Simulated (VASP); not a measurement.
HfPbO3, 5 atoms in the cell. The structure is orthorhombic, space group Cmmm (No. 65). The conventional cell has a = 5.436 Å, b = 6.317 Å, c = 4.155 Å, α = 90.00°, β = 90.00°, γ = 90.00°. Hf (site symmetry mmm) has 6 O at 2.08 Å within 2.8 Å. Pb (site symmetry mmm) has 12 O at 2.72 to 3.16 Å and 4 Hf at 3.42 Å within 3.6 Å. O (site symmetry 2/m) has 2 Hf at 2.08 Å and 2 O at 2.72 Å within 2.8 Å. O (site symmetry mmm) has 2 Hf at 2.08 Å and 2 Pb at 2.72 Å within 2.8 Å.  This cell differs from its parent crystal: strain -0.1500 x Voigt [0, 0, 0, 0, 0, 1].

- Program: VASP 6.6.1
- Task: single point
- Functional: LDA
- Potentials or basis: VASP PAW LDA potentials, release 64 (Hf_pv, Pb_d, O)
- Cutoff: 600 eV
- k mesh: 8 × 8 × 8
- Occupations: gaussian, width 0.05 eV
- Spin: no spin polarisation
- Dipole correction: no
- Further INCAR settings: ALGO = Normal; EDIFF = 1e-06; NBANDS = 29

Potentials or basis: VASP PAW LDA potentials, release 64 (Hf_pv, Pb_d, O).

Launch:

```console
$ cat potpaw_LDA.64/Hf_pv/POTCAR potpaw_LDA.64/Pb_d/POTCAR potpaw_LDA.64/O/POTCAR > POTCAR
$ mpirun -np 1 vasp_std > vasp.out
```

Hardware: 1 thread of Oxide Virtual Turin-like Processor (shared host).

Task: Estimate the wall time of this run.

Result: Wall time 5.6 min on 1 thread of Oxide Virtual Turin-like Processor (shared host), peak memory 0.33 GiB. Counts: scf iterations 14, k points 105.
